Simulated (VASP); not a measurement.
A run of VASP 6.6.1:

File INCAR:

```
SYSTEM = GaSi3S2
ALGO     = Normal         ! electronic algorithm
EDIFF    = 1E-6           ! SCF threshold, eV
EDIFFG   = -0.04          ! ionic threshold
ENCUT    = 600            ! plane-wave cutoff, eV
GGA      = PE             ! functional
IBRION   = 2              ! ionic algorithm
ISIF     = 3              ! what is computed and relaxed
ISMEAR   = 0              ! smearing method
LASPH    = .TRUE.         ! aspherical terms in the spheres
LCHARG   = .FALSE.        ! write CHGCAR
LREAL    = .FALSE.        ! projectors in reciprocal space
LWAVE    = .FALSE.        ! write WAVECAR
NELM     = 100            ! most SCF steps
NSW      = 90             ! ionic steps
PREC     = Accurate       ! precision mode
SIGMA    = 0.1            ! smearing width, eV
```

Contents of KPOINTS:

```
k-points
0
G
  6 6 4
  0 0 0
```

The input POSCAR:

```
GaSi3S2
1.0
    4.5019858900      0.0000000000      0.0000000000
   -2.2509929400      3.8988341400      0.0000000000
    0.0000000000      0.0000000000      5.6376221900
Ga Si S
1 3 2
Direct
    0.0000000000      0.0000000000      0.5000000000
    0.3333333300      0.6666666700      0.7237790200
    0.6666666700      0.3333333300      0.2762209800
    0.0000000000      0.0000000000      0.0000000000
    0.3333333300      0.6666666700      0.2191410100
    0.6666666700      0.3333333300      0.7808589900
```

Potentials or basis: VASP PAW PBE potentials, release 64 (Ga_d, Si, S).

The run is started by

```console
$ cat potpaw_PBE.64/Ga_d/POTCAR potpaw_PBE.64/Si/POTCAR potpaw_PBE.64/S/POTCAR > POTCAR
$ mpirun -np 1 vasp_std > vasp.out
```

Hardware: 1 thread of Intel Xeon 8259CL, with other jobs on the host.

Question: How long does it take, and how much memory?

Answer: Run time: 27 min on 1 thread of Intel Xeon 8259CL (shared host), peak memory 0.29 GiB. Counts: scf iterations 232, k points 24, ion steps 31.
